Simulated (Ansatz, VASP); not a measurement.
One calculation of TeRu, two programs

File INCAR:

```
ALGO = Normal ; EDIFF = 1E-6
ENCUT = 500 ; GGA = CA
GGA_COMPAT = False ; ISIF = 2
ISMEAR = 0 ; ISPIN = 2
LASPH = True ; LCHARG = True
LDAU = True ; LDAUJ = 0 0
LDAUL = 2 -1 ; LDAUPRINT = 1
LDAUTYPE = 2 ; LDAUU = 6 0
LELF = True ; LMAXMIX = 4
LORBIT = 11 ; LREAL = False
LVHAR = True ; LWAVE = False
MAGMOM = 4 0 ; NBANDS = 21
NELM = 200 ; PREC = Accurate
SIGMA = 0.05
```

Contents of KPOINTS:

```
k-points
0
Gamma
  5 5 5
```

Contents of POSCAR:

```
TeRu
1.0
    0.0000000000      3.1139297200      3.1139297200
    3.1139297200      0.0000000000      3.1139297200
    3.1139297200      3.1139297200      0.0000000000
Ru Te
1 1
Direct
    0.0000000000      0.0000000000      0.0000000000
    0.2500000000      0.2500000000      0.2500000000
```

Input for Ansatz:

```yaml
crystal:
  lattice:
    - [0.0, 3.11392972, 3.11392972]
    - [3.11392972, 0.0, 3.11392972]
    - [3.11392972, 3.11392972, 0.0]
  atoms:
    - { symbol: Ru, position: [0.0, 0.0, 0.0], spin: 4.0 }
    - { symbol: Te, position: [0.25, 0.25, 0.25] }
basis:
  ecutwfc: 420
  ecutrho_ratio: 4
kpoints:
  mp_grid: { grid: [5, 5, 5] }
hamiltonian:
  xc: lda
  hubbard: { sites: [{ site: 0, l: d, u_eff: 6.0 }] }
scf:
  occupations: { method: gaussian, width: 0.05 }
output:
  forces: true
  stress: true
  eigenvalues: true
  populations: true
  hubbard: { sites: [{ site: 0, l: d }] }
magnetization:
  spin_polarized: true
```

Alike in both runs: task single point; functional LDA; k mesh 5 × 5 × 5; occupations gaussian, width 0.05 eV; collinear spin; Hubbard terms Ru d U = 6.0 eV.

```csv
,VASP,Ansatz
version,VASP 6.6.1,Ansatz 0.2.0
potentials or method,"VASP PAW LDA potentials, release 64 (Ru_pv, Te), cutoff 500 eV","scalar-relativistic, plane waves, PAW"
valence electrons in the cell,20,32
```

```tsv
	VASP	Ansatz	Ansatz less VASP
gap on the k mesh at the Fermi level (eV)	none	none	-
pressure (GPa)	-3.5	-1.9	+1.64
net moment per atom (μB)	1.55	1.00	-0.548
size of the moment on the site where the two differ most (μB)	2.83	2.00	-0.832
```

The net moments are unlike, so the other rows may belong to different states. LDA's correlation is that of Perdew and Zunger in VASP and of Perdew and Wang (1992) in Ansatz. Site moments also hang on the region over which each program counts them. The programs project onto different local orbitals, so the same U acts differently, and such runs can settle in different states. A gap of «none» marks a metal or a gap that the smearing closes. VASP's potentials hold 20 valence electrons a cell and Ansatz's 32, so a difference there can come from the potentials and not from the codes. Ansatz's warnings: filled band counts differ across k points.

Spin-orbit coupling is off throughout.
